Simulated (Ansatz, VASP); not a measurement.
Two plane-wave programs on BaTiO3

```
Ba Ti O
1.0
     4.15379    0.00000    0.00000
     0.00000    4.15379    0.00000
     0.00000    0.00000    4.17269
Ba Ti O
1 1 3
Direct
  0.00000 0.00000 0.00000
  0.50000 0.50000 0.49000
  0.50000 0.50000 0.01900
  0.50000 0.00000 0.51700
  0.00000 0.50000 0.51700
```

Alike in both runs: task single point; functional PBE; dispersion D4; k mesh 6 × 6 × 6; no spin polarisation.

|  | VASP | Ansatz |
| --- | --- | --- |
| version | VASP 6.6.1 | Ansatz 0.2.0 |
| potentials or method | VASP PAW PBE potentials, release 64 (Ba_sv, Ti_sv, O), cutoff 600 eV | plane waves, PAW |
| occupations | gaussian, width 0.01 eV | fixed |
| valence electrons in the cell | 40 | 40 |

Ansatz gave:

```
pressure (GPa)                                                : -14.9
traceless stress, the component that is largest in VASP (GPa) : 0.34
```

Task: What did VASP give for the same quantities?

Result: Pressure (GPa): -13.9; traceless stress, the component that is largest in VASP (GPa): 0.36.

Spin-orbit coupling is off throughout.
